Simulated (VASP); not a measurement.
# C (Fd-3m) in VASP: further runs

The runs below take C through vibrations by perturbation theory, G0W0 quasiparticle levels, with PBEsol, PBE.

All numbers are computed with VASP 6.6.1; they aren't measurements. Logs are shortened: lines on timing, memory, paths and dates and some standing lists are left out, and cuts for length are marked.

## Step 1: The cell of the first run

The structure is cubic, space group Fd-3m (No. 227). The conventional cell has a = 3.554 Å, b = 3.554 Å, c = 3.554 Å, α = 90.00°, β = 90.00°, γ = 90.00°. Within 2.1 Å of C (site symmetry -43m) lie 4 C at 1.54 Å.

## Step 2: Vibrations by perturbation theory, PBEsol

INCAR reads:

```
SYSTEM = C
PREC = Accurate
ENCUT = 520
EDIFF = 1E-8
ISMEAR = 0
SIGMA = 0.01
LREAL = .FALSE.
LASPH = .TRUE.
NELM = 80
ALGO = Normal
ISIF = 2
LWAVE = .FALSE.
LCHARG = .TRUE.
GGA = PS
IBRION = 8
NSW = 1
LEPSILON = .TRUE.
```

KPOINTS reads:

```
Automatic mesh
0
G
  10 10 10
  0 0 0
```

POSCAR reads:

```
C
1.0
    0.0000000000      1.7769045550      1.7769045550
    1.7769045550      0.0000000000      1.7769045550
    1.7769045550      1.7769045550      0.0000000000
C
2
Direct
    0.0000000000      0.0000000000      0.0000000000
    0.2500000000      0.2500000000      0.2500000000
```

Potentials or basis: VASP PAW PBE potentials, release 64 (C).

The run is started by

```bash
> cat potpaw_PBE.64/C/POTCAR > POTCAR
> mpirun -np 1 vasp_std > vasp.out
```

OUTCAR:

```text
SYSTEM = C
   PREC = Accurate
   ENCUT = 520
   EDIFF = 1E-8
   ISMEAR = 0
   LREAL = .FALSE.
   LASPH = .TRUE.
   NELM = 80
   ISIF = 2
   GGA = PS
   IBRION = 8
   NSW = 1
   LEPSILON = .TRUE.

 ion  position               nearest neighbor table
   1  0.000  0.000  0.000-   2 1.54   2 1.54   2 1.54   2 1.54
   2  0.250  0.250  0.250-   1 1.54   1 1.54   1 1.54   1 1.54

  LATTYP: Found a face centered cubic cell.
 ALAT       =     3.5538091100

  Lattice vectors:

 A1 = (   0.0000000000,   1.7769045550,   1.7769045550)
 A2 = (   1.7769045550,   0.0000000000,   1.7769045550)
 A3 = (   1.7769045550,   1.7769045550,   0.0000000000)

Analysis of symmetry for initial positions (statically):
=====================================================================
 Subroutine PRICEL returns:
 Original cell was already a primitive cell.

 Routine SETGRP: Setting up the symmetry group for a
 face centered cubic supercell.

 Subroutine GETGRP returns: Found 48 space group operations
 (whereof 24 operations were pure point group operations)
 out of a pool of 48 trial point group operations.

The static configuration has the point symmetry T_d .
 The point group associated with its full space group is O_h .

Analysis of symmetry for dynamics (positions and initial velocities):
=====================================================================
 Subroutine PRICEL returns:
 Original cell was already a primitive cell.

 Routine SETGRP: Setting up the symmetry group for a
 face centered cubic supercell.

 Subroutine GETGRP returns: Found 48 space group operations
 (whereof 24 operations were pure point group operations)
 out of a pool of 48 trial point group operations.

The dynamic configuration has the point symmetry T_d .
 The point group associated with its full space group is O_h .

 Subroutine INISYM returns: Found 48 space group operations
 (whereof 24 operations are pure point group operations),
 and found     1 'primitive' translations

----------------------------------------------------------------------------------------

                                     Primitive cell

  volume of cell :      11.2208

  direct lattice vectors                    reciprocal lattice vectors
     0.000000000  1.776904555  1.776904555    -0.281388214  0.281388214  0.281388214
     1.776904555  0.000000000  1.776904555     0.281388214 -0.281388214  0.281388214
     1.776904555  1.776904555  0.000000000     0.281388214  0.281388214 -0.281388214

  length of vectors
     2.512922521  2.512922521  2.512922521     0.487378684  0.487378684  0.487378684

  position of ions in fractional coordinates (direct lattice)
     0.000000000  0.000000000  0.000000000
     0.250000000  0.250000000  0.250000000

  ion indices of the primitive-cell ions
   primitive index   ion index
                 1           1
                 2           2

----------------------------------------------------------------------------------------

 KPOINTS: Automatic mesh

Automatic generation of k-mesh.
 Grid dimensions read from file:
 generate k-points for:   10   10   10

 Generating k-lattice:

  Cartesian coordinates                     Fractional coordinates (reciprocal lattice)
    -0.028138821  0.028138821  0.028138821     0.100000000  0.000000000  0.000000000
     0.028138821 -0.028138821  0.028138821     0.000000000  0.100000000  0.000000000
     0.028138821  0.028138821 -0.028138821     0.000000000  0.000000000  0.100000000

  Length of vectors
     0.048737868  0.048737868  0.048737868

  Shift w.r.t. Gamma in fractional coordinates (k-lattice)
     0.000000000  0.000000000  0.000000000

 Subroutine IBZKPT returns following result:
 ===========================================

 Found     47 irreducible k-points:

 Following reciprocal coordinates:
[... 364 lines left out ...]
  in kB       11.0152131     11.0152131     11.0152131     -0.0000000      0.0000000     -0.0000000
  external PRESSURE =      11.0152131 kB  Pullay stress =       0.0000000 kB

 VOLUME and BASIS-vectors are now :
 -----------------------------------------------------------------------------
  energy-cutoff  :      520.00
  volume of cell :       11.22
      direct lattice vectors                 reciprocal lattice vectors
     0.000000000  1.776904555  1.776904555    -0.281388214  0.281388214  0.281388214
     1.776904555  0.000000000  1.776904555     0.281388214 -0.281388214  0.281388214
     1.776904555  1.776904555  0.000000000     0.281388214  0.281388214 -0.281388214

 POSITION                                       TOTAL-FORCE (eV/Angst)
 -----------------------------------------------------------------------------------
      0.00000      0.00000      0.00000        -0.000000     -0.000000     -0.000000
      0.88845      0.88845      0.88845         0.000000      0.000000      0.000000
 -----------------------------------------------------------------------------------
    total drift:                                0.000000      0.000000      0.000000

  FREE ENERGIE OF THE ION-ELECTRON SYSTEM (eV)
  ---------------------------------------------------
  free  energy   TOTEN  =       -19.2496427250 eV

  energy  without entropy=      -19.2496427250  energy(sigma->0) =      -19.24964272

 HEAD OF MICROSCOPIC STATIC DIELECTRIC TENSOR (INDEPENDENT PARTICLE, excluding Hartree and local field effects)
 ------------------------------------------------------
           6.027849    -0.000000     0.000000
          -0.000000     6.027849    -0.000000
           0.000000     0.000000     6.027849
 ------------------------------------------------------

 Free energy of the ion-electron system (eV)
  ---------------------------------------------------
  ---------------------------------------------------
  free energy    TOTEN  =        -0.16158256 eV

  energy without entropy =       -0.16158256

------------------------ aborting loop because EDIFF is reached ----------------------------------------

--------------------------------------- Ionic step        2  -------------------------------------------

------------------------ aborting loop because EDIFF is reached ----------------------------------------

--------------------------------------- Ionic step        3  -------------------------------------------

------------------------ aborting loop because EDIFF is reached ----------------------------------------

 PIEZOELECTRIC TENSOR FIELD DIRECTION 3  (e Angst)
 -----------------------------------------------------------------------------
    -0.00001  0.00000  0.00000           ( -0.00000  0.00000  0.00000)
    -0.00000 -0.00001  0.00000           (  0.00000 -0.00000  0.00000)
     0.00000  0.00000 -0.00042           (  0.00000  0.00000 -0.00001)

 PIEZOELECTRIC TENSOR FIELD DIRECTION 3  (C/m^2)
 -----------------------------------------------------------------------------
    -0.00002  0.00000  0.00000
    -0.00000 -0.00002  0.00000
     0.00000  0.00000 -0.00060

--------------------------------------- Ionic step        4  -------------------------------------------

 Free energy of the ion-electron system (eV)
  ---------------------------------------------------
  ---------------------------------------------------
  free energy    TOTEN  =        -0.11158899 eV

  energy without entropy =       -0.11158899

------------------------ aborting loop because EDIFF is reached ----------------------------------------

 INTERNAL STRAIN TENSOR  FOR ION    1  DIRECTION 1   (eV/Angst):
 -----------------------------------------------------------------------------
     0.00762  0.00000  0.00000
     0.00000 -0.00320  3.99127
     0.00000  3.99127 -0.00320

 MACROSCOPIC STATIC DIELECTRIC TENSOR (including local field effects in DFT)
 ------------------------------------------------------
           5.881033    -0.000000     0.000000
           0.000000     5.881033     0.000000
           0.000000    -0.000000     5.881033
 ------------------------------------------------------

 PIEZOELECTRIC TENSOR (including local field effects)  for field in x, y, z        (e  Angst)
          XX          YY          ZZ          XY          YZ          ZX
  --------------------------------------------------------------------------------
  x     0.00000     0.00000     0.00000     0.00000    -0.00000    -0.00000
  y     0.00000     0.00000     0.00000    -0.00000    -0.00000    -0.00000
  z     0.00000     0.00000    -0.00000    -0.00000    -0.00000     0.00000

 PIEZOELECTRIC TENSOR (including local field effects)  for field in x, y, z        (C/m^2)
          XX          YY          ZZ          XY          YZ          ZX
  --------------------------------------------------------------------------------
  x     0.00000     0.00000     0.00000     0.00000    -0.00000    -0.00000
  y     0.00000     0.00000     0.00000    -0.00000    -0.00000    -0.00000
  z     0.00000     0.00000    -0.00000    -0.00000    -0.00000     0.00000

 BORN EFFECTIVE CHARGES (including local field effects) (in |e|, cummulative output)
 ---------------------------------------------------------------------------------
 ion    1
    1     0.00000     0.00000     0.00000
    2     0.00000    -0.00000    -0.00000
    3     0.00000     0.00000     0.00000
 ion    2
    1    -0.00000     0.00000    -0.00000
    2     0.00000     0.00000     0.00000
    3    -0.00000     0.00000    -0.00000

 INTERNAL STRAIN TENSOR FOR ION    2 for displacements in x,y,z  (eV/Angst):
          X           Y           Z          XY          YZ          ZX
  --------------------------------------------------------------------------------
  x     0.00000     0.00000    -0.00000     0.00000    -3.99127     0.00000
  y     0.00000     0.00000    -0.00000     0.00000     0.00000    -3.99127
  z     0.00000    -0.00000     0.00000    -3.99127     0.00000     0.00000

 SECOND DERIVATIVES (NOT SYMMETRIZED)
 ------------------------------------
               1X          1Y          1Z          2X          2Y          2Z
  1X   -37.885445    0.000000    0.000000   37.885445    0.000000    0.000000
  1Y     0.000000  -37.885445    0.000000    0.000000   37.885445    0.000000
  1Z     0.000000    0.000000  -37.885445    0.000000    0.000000   37.885445
  2X    37.885445    0.000000    0.000000  -37.885445    0.000000    0.000000
  2Y     0.000000   37.885445    0.000000    0.000000  -37.885445    0.000000
  2Z     0.000000    0.000000   37.885445    0.000000    0.000000  -37.885445

 Eigenvectors and eigenvalues of the dynamical matrix
 ----------------------------------------------------

   1 f  =   39.265609 THz   246.713097 2PiTHz 1309.759731 cm-1   162.389437 meV
             X         Y         Z           dx          dy          dz
      0.000000  0.000000  0.000000     0.000000   -0.707107    0.000000
      0.888452  0.888452  0.888452     0.000000    0.707107    0.000000
[... 21 lines left out ...]
   6 f  =    0.000000 THz     0.000000 2PiTHz    0.000000 cm-1     0.000000 meV
             X         Y         Z           dx          dy          dz
      0.000000  0.000000  0.000000     0.000000    0.000000    0.707107
      0.888452  0.888452  0.888452     0.000000    0.000000    0.707107

--------------------------------------------------------------------------------------------------------

 MACROSCOPIC STATIC DIELECTRIC TENSOR IONIC CONTRIBUTION
 ------------------------------------------------------
           0.000000    -0.000000     0.000000
          -0.000000     0.000000    -0.000000
           0.000000    -0.000000     0.000000
 ------------------------------------------------------

 ELASTIC MODULI CONTR FROM IONIC RELAXATION (kBar)
 Direction    XX          YY          ZZ          XY          YZ          ZX
 --------------------------------------------------------------------------------
 XX          -0.0000     -0.0000      0.0000      0.0000      0.0000      0.0000
 YY          -0.0000     -0.0000      0.0000     -0.0000      0.0000      0.0000
 ZZ           0.0000      0.0000     -0.0000      0.0000     -0.0000     -0.0000
 XY           0.0000     -0.0000      0.0000    -60.0397      0.0000      0.0000
 YZ           0.0000      0.0000     -0.0000      0.0000    -60.0397      0.0000
 ZX           0.0000      0.0000     -0.0000      0.0000      0.0000    -60.0397
 --------------------------------------------------------------------------------

 PIEZOELECTRIC TENSOR IONIC CONTR  for field in x, y, z        (C/m^2)
          XX          YY          ZZ          XY          YZ          ZX
  --------------------------------------------------------------------------------
  x    -0.00000    -0.00000     0.00000     0.00000     0.00000     0.00000
  y     0.00000     0.00000    -0.00000    -0.00000     0.00000    -0.00000
  z    -0.00000     0.00000    -0.00000     0.00000     0.00000     0.00000
```

Run time: 42 s. Hardware: 1 thread of Intel Xeon Platinum 8488C (Sapphire Rapids), shared host; peak memory 0.16 GiB.

Results:

- Electronic dielectric tensor (diagonal): 5.88
- Born charges (mean of the diagonal): C +0.00 e
- Highest phonon frequency at Γ: 1310 cm⁻¹

Phonon frequencies in cm⁻¹ (negative: imaginary):
```
              q point           frequencies
(0.000, 0.000, 0.000)  0 0 0 1310 1310 1310
```

Electronic dielectric tensor:
```
5.88 0.00 0.00
0.00 5.88 0.00
0.00 0.00 5.88
```

Born effective charge tensors (e):
atom 1, C
```
0.00 0.00 0.00
0.00 0.00 0.00
0.00 0.00 0.00
```
atom 2, C
```
0.00 0.00 0.00
0.00 0.00 0.00
0.00 0.00 0.00
```

Caveat: the cell wasn't relaxed at this level first, which shifts response properties; the PAW data sets were made with another functional, which shifts forces and pressure a little.

(Part 1 of 2 ends here.)
